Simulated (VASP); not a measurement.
A run of VASP 6.6.1 is set up as follows.

INCAR

```
PREC = Accurate
ENCUT = 520
EDIFF = 1E-6
ISMEAR = 0
SIGMA = 0.1
LREAL = F
LASPH = T
NELM = 100
ALGO = Normal
ISIF = 2
LWAVE = F
LCHARG = F
GGA = PE
NBANDS = 28
```

Contents of KPOINTS:

```
Automatic mesh
0
Gamma
  6 6 16
```

File POSCAR:

```
GaSi3S2
1.0
    8.1852207614      0.0000000000      0.0000000000
   -4.0926103807      7.0886091150      0.0000000000
    0.0000000000      0.0000000000      2.4080393620
Ga Si S
1 3 2
Direct
    0.0000000000      0.0000000000      0.0000000000
    0.5000000000      0.0000000000      0.5000000000
    0.0000000000      0.5000000000      0.5000000000
    0.5000000000      0.5000000000      0.5000000000
    0.3333333333      0.6666666667      0.5000000000
    0.6666666667      0.3333333333      0.5000000000
```

Potentials or basis: VASP PAW PBE potentials, release 64 (Ga_d, Si, S).

Command:

```bash
$ cat potpaw_PBE.64/Ga_d/POTCAR potpaw_PBE.64/Si/POTCAR potpaw_PBE.64/S/POTCAR > POTCAR
$ mpirun -np 1 vasp_std > vasp.out
```

**Question.** What does it give for the pressure?

**Answer.** 0.0 GPa.

Stress tensor (GPa, compression positive):
```
 0.00  0.00  0.00
 0.00  0.00  0.00
 0.00  0.00 -0.10
```
